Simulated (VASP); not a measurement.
Wanted: the native input for a VASP 6.6.1 run.

| Quantity | Value |
| --- | --- |
| Task | single point |
| Functional | PBE |
| Dispersion | D3(BJ) |
| Potentials or basis | VASP PAW PBE potentials, release 64 (Al) |
| Cutoff | 520 eV |
| k mesh | 18 × 18 × 10 |
| Occupations | gaussian, width 0.15 eV |
| Spin | no spin polarisation |
| Dipole correction | no |
| Further INCAR settings | ALGO = Fast; EDIFF = 1e-06; NBANDS = 10 |

The structure of Al lies in POSCAR:

```
Al
1.0
    2.8687044585      0.0000000000      0.0000000000
   -1.4343522292      2.3869446258      0.0000000000
    0.0000000000      0.0000000000      4.8668500000
Al
2
Direct
    0.6666666667      0.3333333333      0.7500000000
    0.3333333333      0.6666666667      0.2500000000
```

This cell differs from its parent crystal: strain +0.0200 x Voigt [1, -1, 0, 0, 0, 0].

The input as run:

INCAR

```
SYSTEM = Al
ALGO = Fast
EDIFF = 1E-6
ENCUT = 520
GGA = PE
ISIF = 2
ISMEAR = 0
IVDW = 12
LASPH = .TRUE.
LCHARG = .TRUE.
LELF = .TRUE.
LREAL = .FALSE.
LVHAR = .TRUE.
LWAVE = .FALSE.
NBANDS = 10
NELM = 100
PREC = Accurate
SIGMA = 0.15
```

KPOINTS

```
k-points
0
G
  18 18 10
  0 0 0
```

Potentials or basis: VASP PAW PBE potentials, release 64 (Al).

Launch:

```console
$ cat potpaw_PBE.64/Al/POTCAR > POTCAR
$ mpirun -np 1 vasp_std > vasp.out
```

Results of the run:

```yaml
Pressure: -3.1 GPa
Band_gap_on_the_k_mesh: zero (band 3 reaches 11.51 eV, above the bottom of band 4 at 4.67 eV)
Dispersion_energy_per_atom: -0.333 eV
```

Caveat: the cell differs from its parent crystal (strain +0.0200 x Voigt [1, -1, 0, 0, 0, 0]); pairwise dispersion overbinds metals, which lowers pressure and volume.

It took 74 s on 1 thread of Intel(R) Xeon(R) Platinum 8124M CPU @ 3.00GHz (Skylake/Cascade Lake), on a shared host, peak memory 0.27 GiB.
